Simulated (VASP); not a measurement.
Ti: single point with PBE

Crystal: Ti.

```xyz
1
Lattice="-1.6738 1.6738 1.6410 1.6738 -1.6738 1.6410 1.6738 1.6738 -1.6410" Properties=species:S:1:pos:R:3 pbc="T T T"
Ti    0.0000    0.0000    0.0000
```

This cell differs from its parent crystal: equal xx and yy strain of +2 %.

- Program: VASP 6.6.1
- Task: single point
- Functional: PBE
- Potentials or basis: VASP PAW PBE potentials, release 64 (Ti_sv)
- Cutoff: 520 eV
- k mesh: 14 × 14 × 14
- Occupations: fermi-dirac, width 0.05 eV
- Spin: no spin polarisation
- Dipole correction: no
- Further INCAR settings: ALGO = Normal; EDIFF = 1e-07; NBANDS = 12

- Pressure: -6.2 GPa
- Band gap on the k mesh: zero (band 6 reaches 8.44 eV, above the bottom of band 7 at 6.90 eV)

Stress tensor (GPa, compression positive):
```
-5.99  0.00  0.00
 0.00 -5.99  0.00
 0.00  0.00 -6.60
```

Levels at points of the mesh, in eV from the Fermi level:
| k point | band 3 | band 4 | band 5 | band 6 | band 7 | band 8 | band 9 | band 10 |
| --- | --- | --- | --- | --- | --- | --- | --- | --- |
| (0.00, 0.00, 0.00) | -32.56 | -32.56 | -5.82 | 0.85 | 0.98 | 0.98 | 2.49 | 2.65 |
| (0.50, 0.00, 0.00) | -32.74 | -32.57 | -2.31 | -0.39 | 1.03 | 2.58 | 2.91 | 3.97 |
| (0.50, 0.50, 0.00) | -32.74 | -32.56 | -2.32 | -0.23 | 0.90 | 2.45 | 2.83 | 3.95 |
| (0.50, 0.50, 0.50) | -32.96 | -32.94 | -1.94 | -1.89 | 3.63 | 3.63 | 3.66 | 7.75 |

It took 61 s on 1 thread of AMD EPYC 7R43 64-Core Processor (Zen 3), with other jobs on the host, peak memory 0.14 GiB.

Caveat: the cell differs from its parent crystal (equal xx and yy strain of +2 %).
